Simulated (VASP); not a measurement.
# Ga5Cu10Au (P1) in VASP: a series of runs

Ga5Cu10Au is run at these levels: PBEsol; tasks: single point.

Program: VASP 6.6.1. These are calculated values, not measurements. Logs are shortened: lines on timing, memory, paths and dates and some standing lists are left out, and cuts for length are marked.

### Step 1. The cell of the first run

The typed cell holds 16 atoms: a = 5.477 Å, b = 6.289 Å, c = 5.892 Å, α = 91.28°, β = 90.04°, γ = 89.95°.

### Step 2. Single point, PBEsol

INCAR reads:

```
ALGO = Normal
EDIFF = 1E-6
ENCUT = 520
GGA = PS
ISIF = 2
ISMEAR = 0
ISYM = 0
LASPH = True
LCHARG = False
LREAL = Auto
LWAVE = False
NBANDS = 107
NELM = 60
PREC = Accurate
SIGMA = 0.1
```

KPOINTS reads:

```
Automatic mesh
0
Gamma
  2 2 2
  0.5 0.5 0.5
```

POSCAR reads:

```
Ga5Cu10Au
1.0
    5.4768037151      0.0024443398     -0.0018281153
    0.0024443398      6.2891329801     -0.0677415868
   -0.0018281153     -0.0677415868      5.8920646811
Cu Ga Au
10 5 1
Direct
    1.0042991307      0.9644830477      0.5371975956
    0.2481752542      0.2142157676      0.2803956808
    0.4938404333      0.9651919747      0.5404361582
    1.0068854342      0.5355656930      0.4672698715
    0.2499861629      0.7879051840      0.2230083392
    0.2448512400      0.2805905952      0.7190463290
    0.7483240091      0.7793046208      0.2240751972
    0.7557550271      0.2820435158      0.7299480484
    0.2434038621      0.7177402262      0.7749578782
    0.7549055271      0.7179471411      0.7770941682
    1.0040288694      0.0177336232      0.9609074238
    0.4940131044      0.0169262006      0.9614849752
    0.0052760602      0.4840052996      0.0263539705
    0.4957483943      0.4852544341      1.0143644936
    0.4937549931      0.5340096464      0.4804656963
    0.7470360578      0.2164509852      0.2805944691
```

Potentials or basis: VASP PAW PBE potentials, release 64 (Cu, Ga_d, Au).

Launch:

```
> cat potpaw_PBE.64/Cu/POTCAR potpaw_PBE.64/Ga_d/POTCAR potpaw_PBE.64/Au/POTCAR > POTCAR
> mpirun -np 1 vasp_std > vasp.out
```

OUTCAR:

```text
EDIFF = 1E-6
   ENCUT = 520
   GGA = PS
   ISIF = 2
   ISMEAR = 0
   ISYM = 0
   LASPH = True
   LREAL = Auto
   NELM = 60
   PREC = Accurate

 ion  position               nearest neighbor table
   1  0.004  0.964  0.537-   9 2.49  11 2.51  10 2.52   5 2.53   7 2.57   2 2.58   6 2.60  16 2.62
                             8 2.65   3 2.68   4 2.72
   2  0.248  0.214  0.280-   1 2.58   3 2.59  11 2.60  12 2.60   6 2.61   4 2.63  13 2.65  15 2.67
                             5 2.70  14 2.71  16 2.73  16 2.74
   3  0.494  0.965  0.540-  12 2.50   9 2.51   5 2.54  10 2.55   7 2.59   2 2.59   6 2.61  16 2.62
                             8 2.68   1 2.68  15 2.73
   4  0.007  0.536  0.467-   9 2.49  10 2.54   5 2.54   7 2.55   6 2.56  13 2.61   2 2.63   8 2.64
                            15 2.67  16 2.68   1 2.72  15 2.81
   5  0.250  0.788  0.223-  12 2.52   1 2.53  11 2.53   3 2.54   4 2.54  13 2.59  15 2.60  14 2.62
                             9 2.67   2 2.70   7 2.73   7 2.75
   6  0.245  0.281  0.719-  14 2.54  15 2.55  13 2.56   4 2.56  11 2.57   1 2.60  12 2.60   3 2.61
                             2 2.61   8 2.68   9 2.76
   7  0.748  0.779  0.224-   4 2.55   1 2.57  12 2.58   3 2.59  13 2.59  15 2.59  11 2.59  14 2.60
                            10 2.65   5 2.73   5 2.75  16 2.76
   8  0.756  0.282  0.730-  14 2.52  13 2.54  11 2.56  12 2.61  15 2.61   4 2.64   1 2.65  16 2.67
                             3 2.68   6 2.68  10 2.75
   9  0.243  0.718  0.775-  14 2.47  15 2.48  13 2.48   1 2.49   4 2.49   3 2.51  11 2.53  12 2.56
                             5 2.67  10 2.68   6 2.76
  10  0.755  0.718  0.777-  14 2.49  13 2.51  15 2.52   1 2.52   4 2.54   3 2.55  11 2.55  12 2.58
                             7 2.65   9 2.68   8 2.75
  11  0.004  0.018  0.961-   1 2.51   5 2.53   9 2.53  10 2.55   8 2.56   6 2.57   7 2.59   2 2.60
                            16 2.64  12 2.68  12 2.79
  12  0.494  0.017  0.961-   3 2.50   5 2.52   9 2.56   7 2.58  10 2.58   6 2.60   2 2.60   8 2.61
                            16 2.63  11 2.68  11 2.79
  13  0.005  0.484  0.026-   9 2.48  10 2.51   8 2.54   6 2.56   7 2.59   5 2.59   4 2.61   2 2.65
                            16 2.68  14 2.69  14 2.79
  14  0.496  0.485  0.014-   9 2.47  10 2.49   8 2.52   6 2.54   7 2.60   5 2.62  13 2.69  16 2.71
                             2 2.71  15 2.76  13 2.79
  15  0.494  0.534  0.480-   9 2.48  10 2.52   6 2.55   7 2.59   5 2.60   8 2.61   4 2.67   2 2.67
                            16 2.68   3 2.73  14 2.76   4 2.81
  16  0.747  0.216  0.281-   3 2.62   1 2.62  12 2.63  11 2.64   8 2.67   4 2.68  15 2.68  13 2.68
                            14 2.71   2 2.73   2 2.74   7 2.76

IMPORTANT INFORMATION: All symmetrisations will be switched off!
NOSYMM: (Re-)initialisation of all symmetry stuff for point group C_1.

----------------------------------------------------------------------------------------

                                     Primitive cell

  volume of cell :     202.9231

[... 111 lines left out ...]
   EFERMI_NEDOS =   21; number of points for ismear=-14 and -15
   IALGO  =     38    algorithm
   IMIX   =      4    mixing-type and parameters
     AMIX     =   0.40;   BMIX     =  1.00
     AMIX_MAG =   1.60;   BMIX_MAG =  1.00
  volume/ion in A,a.u.               =      12.68        85.59
  Fermi-wavevector in a.u.,A,eV,Ry     =   1.590262  3.005159 34.408217  2.528933
  Thomas-Fermi vector in A             =   2.688984
   LORBIT       =      0    0 simple, 1 ext, 2 COOP (PROOUT), +10 PAW based schemes
   GGA     = PS    functional components
   LHFCALC =     F    Hartree Fock is set to
   AEXX    =    0.0000 exact exchange contribution
   IVDW    =     0    specifies the selected vdW correction
   LEPSILON=     F    determine dielectric tensor
   LRPA    =     F    only Hartree local field effects (RPA)
 non-spin polarized calculation
 Gauss-broadening in eV      SIGMA  =   0.10
  energy-cutoff  :      520.00
  volume of cell :      202.92
 maximum number of plane-waves:      5472
 NGX is ok and might be reduce to    42
   NGX = 21   NGY = 23   NGZ = 21

 number of electron     186.0000043 magnetization

 Free energy of the ion-electron system (eV)
  ---------------------------------------------------
  ext. energy  EPLUGINS =         0.00000000
  ---------------------------------------------------
  free energy    TOTEN  =       -64.89147595 eV

  energy without entropy =      -64.89147225  energy(sigma->0) =      -64.89147410

 E-fermi :   8.0977     XC(G=0): -12.9194

 val. band max:        7.7841545343   @ k =   0.2500  -0.2500   0.2500
 cond. band min:       8.4058456467   @ k =  -0.2500   0.2500   0.2500
 fundamental gap:      0.6216911124
 Fermi energy:         8.0976675831

 k-point     1 :       0.2500    0.2500    0.2500
  band No.  band energies     occupation
      1      -6.9634      2.00000
      2      -6.9171      2.00000
      3      -6.8959      2.00000
      4      -6.8778      2.00000
      5      -6.8482      2.00000
      6      -6.8385      2.00000
[... 421 lines left out ...]
    104      13.0798      0.00000
    105      13.3120      0.00000
 [bands above 105 left out]

------------------------ aborting loop because EDIFF is reached ----------------------------------------

  FORCE on cell =-STRESS in cart. coord.  units (eV):
  Direction    XX          YY          ZZ          XY          YZ          ZX
  --------------------------------------------------------------------------------------
  -------------------------------------------------------------------------------------
  Total        0.5258547      0.7115403      0.6466845     -0.0358034      0.1489611      0.0034155
  in kB        4.1518796      5.6179587      5.1058906     -0.2826852      1.1761208      0.0269671
  external PRESSURE =       4.9585763 kB  Pullay stress =       0.0000000 kB

 VOLUME and BASIS-vectors are now :
 -----------------------------------------------------------------------------
  energy-cutoff  :      520.00
  volume of cell :      202.92
      direct lattice vectors                 reciprocal lattice vectors
     5.476803715  0.002444340 -0.001828115     0.182588299 -0.000070363  0.000055842
     0.002444340  6.289132980 -0.067741587    -0.000070363  0.159024150  0.001828293
    -0.001828115 -0.067741587  5.892064681     0.000055842  0.001828293  0.169740831

 POSITION                                       TOTAL-FORCE (eV/Angst)
 -----------------------------------------------------------------------------------
      0.02492      6.02938      3.09986        -0.004980     -0.000340     -0.008263
      1.35922      1.32884      1.63714         0.000223      0.003062      0.001626
      2.70604      6.03482      3.11800         0.005344     -0.006449     -0.005638
      0.03817      3.33661      2.71689        -0.002715     -0.004413      0.001153
      1.37064      4.94074      1.26015        -0.004965     -0.012145      0.009774
      1.34037      1.71656      4.21721         0.003787     -0.003685     -0.004627
[... 8 lines left out ...]
      2.70463      3.32712      2.79386         0.008746     -0.000850     -0.014832
      4.09139      1.34411      1.63725        -0.004926      0.006985      0.010488
 -----------------------------------------------------------------------------------
    total drift:                                0.001166      0.001925      0.003827

  FREE ENERGIE OF THE ION-ELECTRON SYSTEM (eV)
  ---------------------------------------------------
  free  energy   TOTEN  =       -64.8914759533 eV

  energy  without entropy=      -64.8914722492  energy(sigma->0) =      -64.89147410
```

OSZICAR:

```text
N       E                     dE             d eps       ncg     rms          rms(c)
DAV:   1     0.222908210643E+04    0.22291E+04   -0.74643E+04   864   0.328E+03
DAV:   2     0.450058890301E+03   -0.17790E+04   -0.17241E+04   856   0.848E+02
DAV:   3    -0.325507528896E+02   -0.48261E+03   -0.46283E+03   856   0.342E+02
DAV:   4    -0.776064284486E+02   -0.45056E+02   -0.43240E+02  1221   0.122E+02
[... 10 lines left out ...]
DAV:  15    -0.648914701040E+02    0.24615E-04   -0.12534E-03  1128   0.418E-01    0.410E-02
DAV:  16    -0.648914766118E+02   -0.65078E-05   -0.37819E-04  1048   0.200E-01    0.211E-02
DAV:  17    -0.648914751067E+02    0.15050E-05   -0.68330E-05  1040   0.132E-01    0.103E-02
DAV:  18    -0.648914753645E+02   -0.25776E-06   -0.27045E-05   936   0.729E-02    0.405E-03
DAV:  19    -0.648914759533E+02   -0.58883E-06   -0.90952E-06   848   0.351E-02
   1 F= -.64891476E+02 E0= -.64891474E+02  d E =-.370409E-05
```

Wall time 1.8 min (1 thread of Intel Xeon 6975P-C (Granite Rapids), shared host); peak memory 0.33 GiB.

Results:

| Item | Value |
| --- | --- |
| Free energy | -64.8915 eV |
| Pressure | 0.5 GPa |
| Largest force | 0.030 eV/Å |
| Band gap on the k mesh | 0.62 eV (least direct gap 0.63 eV) |

Forces on the atoms (eV/Å):
```
Cu  -0.005  0.000 -0.008
Cu   0.000  0.003  0.002
Cu   0.005 -0.006 -0.006
Cu  -0.003 -0.004  0.001
Cu  -0.005 -0.012  0.010
Cu   0.004 -0.004 -0.005
Cu  -0.001 -0.001  0.005
Cu  -0.005 -0.007 -0.013
Cu   0.000  0.008 -0.009
Cu   0.001  0.005 -0.014
Ga  -0.003  0.008  0.028
Ga   0.004  0.022  0.007
Ga   0.002 -0.008 -0.010
Ga   0.001 -0.010  0.015
Ga   0.009 -0.001 -0.015
Au  -0.005  0.007  0.010
```

Stress tensor (GPa, compression positive):
```
 0.42 -0.03  0.00
-0.03  0.56  0.12
 0.00  0.12  0.51
```

Caveat: the k points lie up to 0.57 Å⁻¹ apart; the PAW data sets were made with another functional, which shifts forces and pressure a little; spin-orbit coupling is left out, which moves the levels of the heavy elements; a shifted mesh leaves out Γ, where band edges can lie.

### Step 3. Single point, PBEsol

This run uses another cell than the first one, of 12.78 Å³/atom.

INCAR reads:

```
SYSTEM = Ga5Cu10Au
ALGO = Normal
EDIFF = 1E-6
ENCUT = 520
GGA = PS
ISIF = 2
ISMEAR = 0
ISYM = 0
LASPH = .True.
LCHARG = .False.
LREAL = Auto
LWAVE = .False.
NBANDS = 107
NELM = 100
PREC = Accurate
SIGMA = 0.1
```

KPOINTS is that of step 2.

POSCAR reads:

```
Ga5Cu10Au
1.0
    6.0100171484     -0.0595977026      0.0314603585
   -0.0595977026      6.1083052942      0.0006409794
    0.0314603585      0.0006409794      5.5718653510
Cu Ga Au
10 5 1
Direct
   -0.0318170581      0.0420291133      0.0013993680
    0.5346858788     -0.0175586434      0.9925215842
    0.2768270533      0.2178079136      0.2562477852
    0.4553730391      0.5219100849     -0.0122259384
    0.5310390868      0.9731761956      0.5082330302
    0.2297734980      0.7857003718      0.2422303156
    0.2803814982      0.2116870990      0.7466340318
    0.4539159895      0.5310648747      0.5154004301
    0.7259465564      0.2847598265      0.7388014476
    0.7770279537      0.7171662234      0.7530967355
    0.0354723248      0.4583701980     -0.0026242467
    0.9708909646      0.0278263936      0.4983647456
    0.6867445187      0.2743989948      0.2453667788
    1.0423129193      0.4800460433      0.5066824581
    0.2412069953      0.7965746286      0.7704238873
    0.7727530522      0.7105129897      0.2469325333
```

Potentials or basis: VASP PAW PBE potentials, release 64 (Cu, Ga_d, Au).

Launch:

```
> cat potpaw_PBE.64/Cu/POTCAR potpaw_PBE.64/Ga_d/POTCAR potpaw_PBE.64/Au/POTCAR > POTCAR
> mpirun -np 1 vasp_std > vasp.out
```

It took 1.8 min on 1 thread of Intel Xeon 6975P-C (Granite Rapids), shared host; peak memory 0.33 GiB.

It converged, with:

| Quantity | Value |
| --- | --- |
| Free energy | -64.9578 eV |
| Pressure | 0.4 GPa |
| Largest force | 0.032 eV/Å |
| Band gap on the k mesh | 0.48 eV (least direct gap 0.59 eV) |

Forces in eV/Å, atoms in the order of the input:
```
Cu  -0.004  0.000  0.007
Cu   0.004 -0.007  0.002
Cu   0.000  0.000 -0.002
Cu   0.000  0.000  0.004
Cu  -0.006  0.003  0.002
Cu  -0.008 -0.006  0.005
Cu  -0.003  0.001  0.004
Cu   0.013  0.003 -0.015
Cu   0.004 -0.001  0.010
Cu  -0.004 -0.005  0.014
Ga  -0.006  0.010  0.002
Ga   0.003 -0.009 -0.006
Ga   0.026  0.017 -0.005
Ga  -0.018 -0.003  0.001
Ga  -0.006 -0.007 -0.012
Au   0.003  0.003 -0.011
```

Stress tensor (GPa, compression positive):
```
 0.43  0.00 -0.04
 0.00  0.46  0.03
-0.04  0.03  0.25
```

Levels at points of the mesh, in eV from the valence-band top:
```csv
k point,band 91,band 92,band 93,band 94,band 95,band 96
"(0.25, 0.25, 0.25)",-0.46,-0.41,0.00,0.62,0.74,1.75
```

Caveat: the k points lie up to 0.56 Å⁻¹ apart; the PAW data sets were made with another functional, which shifts forces and pressure a little; spin-orbit coupling is left out, which moves the levels of the heavy elements; a shifted mesh leaves out Γ, where band edges can lie.
